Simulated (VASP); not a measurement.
# GaGeO in VASP: a series of runs

GaGeO is run at these levels: PBE; tasks: single point, relaxation of cell and atoms.

All numbers are computed with VASP 6.6.1; they aren't measurements. Logs are shortened: lines on timing, memory, paths and dates and some standing lists are left out, and cuts for length are marked.

## Step 1: The cell of the first run

The structure is tetragonal, space group P4/mmm (No. 123). The conventional cell has a = 2.880 Å, b = 2.880 Å, c = 5.475 Å, α = 90.00°, β = 90.00°, γ = 90.00°. Ga (site symmetry 4/mmm) has 4 O at 2.04 Å and 2 Ge at 2.74 Å and 4 Ga at 2.88 Å within 2.9 Å. Within 3.6 Å of Ge (site symmetry 4/mmm) lie 2 Ga at 2.74 Å and 4 Ge at 2.88 Å and 8 O at 3.41 Å. Within 2.7 Å of O (site symmetry 4/mmm) lie 4 Ga at 2.04 Å.

The cell was generated, and may not be a known phase.

## Step 2: Single point, PBE

File INCAR:

```
ALGO     = Normal         # electronic algorithm
EDIFF    = 1E-6           # SCF threshold, eV
ENCUT    = 520            # plane-wave cutoff, eV
GGA      = PE             # functional
ISIF     = 2              # what is computed and relaxed
ISMEAR   = 0              # smearing method
LASPH    = T              # aspherical terms in the spheres
LCHARG   = T              # write CHGCAR
LELF     = T              # ELF
LREAL    = F              # projectors in reciprocal space
LVHAR    = T            
LWAVE    = F              # write WAVECAR
NBANDS   = 24             # bands
NELM     = 80             # most SCF steps
PREC     = Accurate       # precision mode
SIGMA    = 0.1            # smearing width, eV
```

File KPOINTS:

```
k-points
0
Gamma
  6 6 4
```

File POSCAR:

```
GaGeO
1.0
    2.0361082552     -2.0361649897      0.0000000000
    2.0361082552      2.0361649897      0.0000000000
    0.0000000000      0.0000000000      5.4745696294
Ga Ge O
1 1 1
Direct
    0.5000000000      0.5000000000      0.0000000000
    0.5000000000      0.5000000000      0.5000000000
    0.0000000000      0.0000000000      0.0000000000
```

Potentials or basis: VASP PAW PBE potentials, release 64 (Ga_d, Ge_d, O).

Command:

```console
cat potpaw_PBE.64/Ga_d/POTCAR potpaw_PBE.64/Ge_d/POTCAR potpaw_PBE.64/O/POTCAR > POTCAR
mpirun -np 1 vasp_std > vasp.out
```

OUTCAR:

```text
EDIFF = 1E-6
   ENCUT = 520
   GGA = PE
   ISIF = 2
   ISMEAR = 0
   LASPH = T
   LREAL = F
   NELM = 80
   PREC = Accurate

 ion  position               nearest neighbor table
   1  0.500  0.500  0.000-   3 2.04   3 2.04   3 2.04   3 2.04   2 2.74   2 2.74
   2  0.500  0.500  0.500-   1 2.74   1 2.74
   3  0.000  0.000  0.000-   1 2.04   1 2.04   1 2.04   1 2.04

  LATTYP: Found a base centered orthorhombic cell.
 ALAT       =     4.0722165104
 B/A-ratio  =     1.0000278642
 C/A-ratio  =     1.3443709625

  Lattice vectors:

 A1 = (   2.0361082552,  -2.0361649897,   0.0000000000)
 A2 = (   2.0361082552,   2.0361649897,   0.0000000000)
 A3 = (   0.0000000000,   0.0000000000,   5.4745696294)

Analysis of symmetry for initial positions (statically):
=====================================================================
 Subroutine PRICEL returns:
 Original cell was already a primitive cell.

 Routine SETGRP: Setting up the symmetry group for a
 base centered orthorhombic supercell.

 Subroutine GETGRP returns: Found  8 space group operations
 (whereof  8 operations were pure point group operations)
 out of a pool of  8 trial point group operations.

The static configuration has the point symmetry D_2h.

Analysis of symmetry for dynamics (positions and initial velocities):
=====================================================================
 Subroutine PRICEL returns:
 Original cell was already a primitive cell.

 Routine SETGRP: Setting up the symmetry group for a
 base centered orthorhombic supercell.

 Subroutine GETGRP returns: Found  8 space group operations
 (whereof  8 operations were pure point group operations)
 out of a pool of  8 trial point group operations.

The dynamic configuration has the point symmetry D_2h.

 Subroutine INISYM returns: Found  8 space group operations
 (whereof  8 operations are pure point group operations),
 and found     1 'primitive' translations

----------------------------------------------------------------------------------------

                                     Primitive cell

  volume of cell :      45.3935

  direct lattice vectors                    reciprocal lattice vectors
     2.036108255 -2.036164990  0.000000000     0.245566511 -0.245559669  0.000000000
     2.036108255  2.036164990  0.000000000     0.245566511  0.245559669  0.000000000
     0.000000000  0.000000000  5.474569629     0.000000000  0.000000000  0.182662760

  length of vectors
     2.879532027  2.879532027  5.474569629     0.347278652  0.347278652  0.182662760

  position of ions in fractional coordinates (direct lattice)
     0.500000000  0.500000000  0.000000000
     0.500000000  0.500000000  0.500000000
     0.000000000  0.000000000  0.000000000

  ion indices of the primitive-cell ions
   primitive index   ion index
                 1           1
                 2           2
                 3           3

----------------------------------------------------------------------------------------

 KPOINTS: k-points

Automatic generation of k-mesh.
 Grid dimensions read from file:
 generate k-points for:    6    6    4

 Generating k-lattice:

  Cartesian coordinates                     Fractional coordinates (reciprocal lattice)
     0.040927752 -0.040926611  0.000000000     0.166666667  0.000000000  0.000000000
     0.040927752  0.040926611  0.000000000     0.000000000  0.166666667  0.000000000
     0.000000000  0.000000000  0.045665690     0.000000000  0.000000000  0.250000000

  Length of vectors
     0.057879775  0.057879775  0.045665690

  Shift w.r.t. Gamma in fractional coordinates (k-lattice)
     0.000000000  0.000000000  0.000000000

 Subroutine IBZKPT returns following result:
 ===========================================

 Found     39 irreducible k-points:

 Following reciprocal coordinates:
            Coordinates               Weight
  0.000000  0.000000  0.000000      1.000000
  0.166667  0.000000  0.000000      4.000000
  0.333333  0.000000  0.000000      4.000000
  0.500000 -0.000000  0.000000      2.000000
  0.166667  0.166667  0.000000      2.000000
  0.333333  0.166667  0.000000      4.000000
[... 16 lines left out ...]
  0.333333  0.333333  0.250000      4.000000
  0.500000  0.333333  0.250000      8.000000
 [... further k-points ...]
   k-points           NKPTS =     39   k-points in BZ     NKDIM =     39   number of bands    NBANDS=     24
   number of dos      NEDOS =    301   number of ions     NIONS =      3
   total plane-waves  NPLWV =  24192
   dimension x,y,z NGX =    24 NGY =   24 NGZ =   42
   dimension x,y,z NGXF=    48 NGYF=   48 NGZF=   84
   ions per type =               1   1   1
   NGX,Y,Z   is equivalent  to a cutoff of  13.86, 13.86, 12.75 a.u.
   NGXF,Y,Z  is equivalent  to a cutoff of  27.71, 27.71, 25.51 a.u.
 SYSTEM =  unknown system
   PREC   = accura    normal or accurate (medium, high low for compatibility)
   ISTART =      0    job   : 0-new  1-cont  2-samecut
   ICHARG =      2    charge: 1-file 2-atom 10-const
   ISPIN  =      1    spin polarized calculation?
   LNONCOLLINEAR =      F non collinear calculations
   LSORBIT =      F    spin-orbit coupling
   LASPH  =      T    aspherical Exc in radial PAW
   ENCUT  =  520.0 eV  38.22 Ry    6.18 a.u.   5.35  5.35 10.18*2*pi/ulx,y,z
   NELM   =     80;   NELMIN=  2; NELMDL= -5     # of ELM steps
   EDIFF  = 0.1E-05   stopping-criterion for ELM
   LREAL  =      F    real-space projection
   EDIFFG = 0.1E-04   stopping-criterion for IOM
   NSW    =      0    number of steps for IOM
   IBRION =     -1    ionic relax: 0-MD 1-quasi-New 2-CG
   NFREE  =      0    steps in history (QN), initial steepest desc. (CG)
   ISIF   =      2    stress and relaxation
   ISYM   =      2    0-nonsym 1-usesym 2-fastsym
   POTIM  = 0.5000    time-step for ionic-motion
   TEBEG  =    0.0;   TEEND  =   0.0 temperature during run
   PSTRESS=    0.0 pullay stress
   NELECT =      33.0000    total number of electrons
   NUPDOWN=      -1.0000    fix difference up-down
   EMIN   =  10.00;   EMAX   =-10.00  energy-range for DOS
   EFERMI =   0.00;   METHOD = LEGACY
   ISMEAR =     0;   SIGMA  =   0.10  broadening in eV -4-tet -1-fermi 0-gaus
   EFERMI_NEDOS =   21; number of points for ismear=-14 and -15
   IALGO  =     38    algorithm
   IMIX   =      4    mixing-type and parameters
     AMIX     =   0.40;   BMIX     =  1.00
     AMIX_MAG =   1.60;   BMIX_MAG =  1.00
  volume/ion in A,a.u.               =      15.13       102.11
  Fermi-wavevector in a.u.,A,eV,Ry     =   1.472024  2.781722 29.481845  2.166854
  Thomas-Fermi vector in A             =   2.587089
   LORBIT       =      0    0 simple, 1 ext, 2 COOP (PROOUT), +10 PAW based schemes
   GGA     = PE    functional components
   LHFCALC =     F    Hartree Fock is set to
   AEXX    =    0.0000 exact exchange contribution
   IVDW    =     0    specifies the selected vdW correction
   LEPSILON=     F    determine dielectric tensor
   LRPA    =     F    only Hartree local field effects (RPA)
 non-spin polarized calculation
 Gauss-broadening in eV      SIGMA  =   0.10
  energy-cutoff  :      520.00
  volume of cell :       45.39
 maximum number of plane-waves:      1240
 NGX is ok and might be reduce to    24
   NGX = 11   NGY = 11   NGZ = 21

 number of electron      33.0000019 magnetization

 Free energy of the ion-electron system (eV)
  ---------------------------------------------------
  ext. energy  EPLUGINS =         0.00000000
  ---------------------------------------------------
  free energy    TOTEN  =       -13.71518815 eV

  energy without entropy =      -13.70537130  energy(sigma->0) =      -13.71027973

 E-fermi :   5.1493     XC(G=0): -11.0709

 val. band max:        5.1424048576   @ k =   0.0000   0.0000   0.0000
 cond. band min:       5.1917163038   @ k =   0.3333   0.1667   0.2500
 fundamental gap:      0.0493114462
 Fermi energy:         5.1492985057

 k-point     1 :       0.0000    0.0000    0.0000
  band No.  band energies     occupation
      1     -18.9908      2.00000
      2     -18.8494      2.00000
      3     -18.8473      2.00000
      4     -18.7978      2.00000
      5     -18.7978      2.00000
      6     -14.9411      2.00000
[... 16 lines left out ...]
     23      17.5461      0.00000
     24      17.8206      0.00000

 k-point     2 :       0.1667    0.0000    0.0000
  band No.  band energies     occupation
      1     -18.9700      2.00000
      2     -18.8584      2.00000
      3     -18.8365      2.00000
      4     -18.8088      2.00000
      5     -18.7969      2.00000
      6     -14.7069      2.00000
[... 16 lines left out ...]
     23      16.9866      0.00000
     24      17.8966      0.00000

 k-point     3 :       0.3333    0.0000    0.0000
  band No.  band energies     occupation
      1     -18.9369      2.00000
      2     -18.8764      2.00000
      3     -18.8307      2.00000
      4     -18.8064      2.00000
      5     -18.7950      2.00000
      6     -14.1625      2.00000
[... 16 lines left out ...]
     23      17.1314      0.00000
     24      18.0069      0.00000

 k-point     4 :       0.5000   -0.0000    0.0000
  band No.  band energies     occupation
      1     -18.9249      2.00000
      2     -18.8853      2.00000
      3     -18.8416      2.00000
      4     -18.7941      2.00000
      5     -18.7869      2.00000
      6     -13.8341      2.00000
[... 16 lines left out ...]
     23      16.6309      0.00000
     24      19.8196      0.00000

 k-point     5 :       0.1667    0.1667    0.0000
  band No.  band energies     occupation
      1     -18.9461      2.00000
      2     -18.8683      2.00000
      3     -18.8286      2.00000
      4     -18.8082      2.00000
      5     -18.8072      2.00000
      6     -14.5180      2.00000
[... 451 lines left out ...]
 k-point    22 :      -0.1667    0.1667    0.2500
  band No.  band energies     occupation
      1     -18.9461      2.00000
      2     -18.8683      2.00000
      3     -18.8277      2.00000
      4     -18.8083      2.00000
      5     -18.8072      2.00000
      6     -14.5153      2.00000
[... 16 lines left out ...]
     23      17.7459      0.00000
     24      18.5124      0.00000

 k-point    23 :       0.3333    0.3333    0.2500
  band No.  band energies     occupation
      1     -18.9105      2.00000
      2     -18.8530      2.00000
      3     -18.8273      2.00000
      4     -18.8263      2.00000
      5     -18.7931      2.00000
      6     -13.9956      2.00000
[... 16 lines left out ...]
     23      14.7038      0.00000
     24      15.9559      0.00000

 k-point    24 :       0.5000    0.3333    0.2500
  band No.  band energies     occupation
      1     -18.9218      2.00000
      2     -18.8374      2.00000
      3     -18.8325      2.00000
      4     -18.8255      2.00000
      5     -18.7815      2.00000
      6     -13.9482      2.00000
[... 16 lines left out ...]
     23      14.7818      0.00000
     24      15.0883      0.00000

 [... further k-points ...]

------------------------ aborting loop because EDIFF is reached ----------------------------------------

  FORCE on cell =-STRESS in cart. coord.  units (eV):
  Direction    XX          YY          ZZ          XY          YZ          ZX
  --------------------------------------------------------------------------------------
  -------------------------------------------------------------------------------------
  Total        0.1790633      0.1781678      0.0078470     -0.0000000      0.0000000      0.0000000
  in kB        6.3200924      6.2884838      0.2769635     -0.0000000      0.0000000      0.0000000
  external PRESSURE =       4.2951799 kB  Pullay stress =       0.0000000 kB

 VOLUME and BASIS-vectors are now :
 -----------------------------------------------------------------------------
  energy-cutoff  :      520.00
  volume of cell :       45.39
      direct lattice vectors                 reciprocal lattice vectors
     2.036108255 -2.036164990  0.000000000     0.245566511 -0.245559669  0.000000000
     2.036108255  2.036164990  0.000000000     0.245566511  0.245559669  0.000000000
     0.000000000  0.000000000  5.474569629     0.000000000  0.000000000  0.182662760

 POSITION                                       TOTAL-FORCE (eV/Angst)
 -----------------------------------------------------------------------------------
      2.03611      0.00000      0.00000        -0.000000     -0.000000      0.000000
      2.03611      0.00000      2.73728         0.000000      0.000000      0.000000
      0.00000      0.00000      0.00000         0.000000      0.000000      0.000000
 -----------------------------------------------------------------------------------
    total drift:                               -0.000000     -0.000000     -0.000000

  FREE ENERGIE OF THE ION-ELECTRON SYSTEM (eV)
  ---------------------------------------------------
  free  energy   TOTEN  =       -13.7151881535 eV

  energy  without entropy=      -13.7053713038  energy(sigma->0) =      -13.71027973
```

It took 73 s on 1 thread of Intel Xeon 8259CL, shared host; peak memory 0.19 GiB.

What came out:

```yaml
Free_energy: -13.7152 eV
Pressure: 0.4 GPa
Band_gap_on_the_k_mesh: zero (an odd number of electrons rules out a gap without spin polarisation)
```

Caveat: the k points lie up to 0.36 Å⁻¹ apart, too coarse for converged energies and pressures of a metal; an odd number of electrons without spin polarisation forces a metal; a magnetic or distorted state may lie lower.

(Continued in part 2 of 3.)

The gap in the log of VASP goes by the Fermi energy; the results here count the filled bands.